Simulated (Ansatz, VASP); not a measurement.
# ZnS in VASP and in Ansatz

INCAR

```
SYSTEM = ZnS
PREC = Accurate ; ENCUT = 520
EDIFF = 1E-6 ; ISMEAR = 0
SIGMA = 0.05 ; LREAL = .False.
LASPH = .True. ; NELM = 100
ALGO = Normal ; ISIF = 2
LWAVE = .False. ; LCHARG = .True.
GGA = PE ; LELF = .True.
LVHAR = .True. ; NBANDS = 26
```

KPOINTS

```
regular mesh
0
Gamma
  12 12 4
  0 0 0
```

Contents of POSCAR:

```
ZnS
1.0
    4.1531324266      0.0000000000      0.0000000000
   -2.0765662133      3.5967181867      0.0000000000
    0.0000000000      0.0000000000      5.8009066467
Zn S
2 2
Direct
    0.3333333333      0.6666666667      0.0052197901
    0.6666666667      0.3333333333      0.5052197901
    0.3333333333      0.6666666667      0.3797802099
    0.6666666667      0.3333333333      0.8797802099
```

Input for Ansatz:

```yaml
crystal:
  lattice:
    - [4.1531324266, 0.0, 0.0]
    - [-2.0765662133, 3.5967181867, 0.0]
    - [0.0, 0.0, 5.8009066467]
  atoms:
    - { symbol: Zn, position: [0.3333333333, 0.6666666667, 0.0052197901] }
    - { symbol: Zn, position: [0.6666666667, 0.3333333333, 0.5052197901] }
    - { symbol: S, position: [0.3333333333, 0.6666666667, 0.3797802099] }
    - { symbol: S, position: [0.6666666667, 0.3333333333, 0.8797802099] }
basis:
  ecutwfc: 420
kpoints:
  mp_grid: { grid: [12, 12, 4] }
hamiltonian:
  xc: pbe
scf:
  occupations: { method: gaussian, width: 0.05 }
output:
  forces: true
  stress: true
  eigenvalues: true
```

Change from the starting cell: strain +0.080 along x and y, -0.080 along z, atoms carried along.

Alike in both runs: task single point; functional PBE; k mesh 12 × 12 × 4; occupations gaussian, width 0.05 eV; no spin polarisation.

|  | VASP | Ansatz |
| --- | --- | --- |
| version | VASP 6.6.1 | Ansatz 0.2.0 |
| potentials or method | VASP PAW PBE potentials, release 64 (Zn, S), cutoff 520 eV | scalar-relativistic, plane waves, PAW |
| valence electrons in the cell | 36 | 36 |

|  | VASP | Ansatz | Ansatz less VASP |
| --- | --- | --- | --- |
| gap on the k mesh at the Fermi level (eV) | 1.78 | 1.78 | +0.003 |
| least direct gap on the mesh (eV) | 1.78 | 1.78 | +0.003 |
| pressure (GPa) | -1.1 | -1.2 | -0.11 |
| traceless stress, the component that is largest in VASP (GPa) | 13.38 | 13.31 | -0.068 |
| rms of the force components (eV/Å) | 0.743 | 0.736 | -0.0066 |

Atom by atom the forces differ by 0.007 eV/Å (rms over components).
